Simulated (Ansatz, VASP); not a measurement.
**InSe: VASP beside Ansatz**

File POSCAR:

```
InSe
1.0
    5.7074535273     -2.0127055746      0.0000000000
    5.7074535273      2.0127055746      0.0000000000
   -1.6880551226      0.0000000000      4.6739460813
In Se
2 2
Direct
    0.8882032500      0.8882032500      0.0468413600
    0.1117967500      0.1117967500      0.9531586400
    0.6609275900      0.6609275900      0.6689556200
    0.3390724100      0.3390724100      0.3310443800
```

INCAR.step1

```
PREC = Accurate ; ENCUT = 520
ISMEAR = -1 ; SIGMA = 0.05
LREAL = F ; LASPH = T
NELM = 80 ; NBANDS = 27
GGA = PE ; ALGO = Normal
EDIFF = 1E-4 ; LWAVE = T
LCHARG = F
```

Contents of INCAR.step2:

```
PREC = Accurate ; ENCUT = 520
EDIFF = 1E-6 ; ISMEAR = -1
SIGMA = 0.05 ; LREAL = F
LASPH = T ; NELM = 80
ALGO = Normal ; ISIF = 2
LWAVE = F ; LCHARG = F
METAGGA = R2SCAN ; LMIXTAU = T
NBANDS = 27 ; ISTART = 1
```

The input KPOINTS:

```
regular mesh
0
Gamma
  7 7 6
```

Contents of input.yaml:

```yaml
crystal:
  lattice:
    - [5.7074535273, -2.0127055746, 0.0]
    - [5.7074535273, 2.0127055746, 0.0]
    - [-1.6880551226, 0.0, 4.6739460813]
  atoms:
    - { symbol: In, position: [0.88820325, 0.88820325, 0.04684136] }
    - { symbol: In, position: [0.11179675, 0.11179675, 0.95315864] }
    - { symbol: Se, position: [0.66092759, 0.66092759, 0.66895562] }
    - { symbol: Se, position: [0.33907241, 0.33907241, 0.33104438] }
hamiltonian:
  xc: r2scan
  pseudopotentials: { kind: paw }
kpoints:
  mp_grid: { grid: [7, 7, 6] }
scf:
  occupations: { method: fermi_dirac, width: 0.05 }
output:
  forces: true
  stress: true
  eigenvalues: true
  write_density: true
  write_potential: true
  elf: true
  volumetric_format: npy
```

Alike in both runs: task single point; functional r2SCAN; k mesh 7 × 7 × 6; occupations fermi-dirac, width 0.05 eV; no spin polarisation.

|  | VASP | Ansatz |
| --- | --- | --- |
| version | VASP 6.6.1 | Ansatz 0.2.0 |
| potentials or method | VASP PAW PBE potentials, release 64 (In_d, Se) | Ansatz PAW |
| plane-wave cutoff (eV) | 520 | 500 |
| valence electrons in the cell | 38 | 58 |

|  | VASP | Ansatz | Ansatz less VASP |
| --- | --- | --- | --- |
| gap on the k mesh at the Fermi level (eV) | 1.62 | 1.63 | +0.004 |
| least direct gap on the mesh (eV) | 1.84 | 1.84 | +0.004 |
| pressure (GPa) | 3.8 | 3.7 | -0.06 |
| traceless stress, the component that is largest in VASP (GPa) | -0.57 | -0.55 | +0.016 |
| rms of the force components (eV/Å) | 0.252 | 0.244 | -0.0083 |

VASP's potentials were made for PBE, not for r2SCAN. Atom by atom the forces differ by 0.009 eV/Å (rms over components). With one functional, cell and mesh, what is left measures potentials, basis and numerics. VASP's potentials hold 38 valence electrons a cell and Ansatz's 58, so a difference there can come from the potentials and not from the codes.

Noted on Ansatz's run: odd divisions of the mesh miss points on the zone boundary, where band edges often lie, so the gap on the mesh can be too wide.
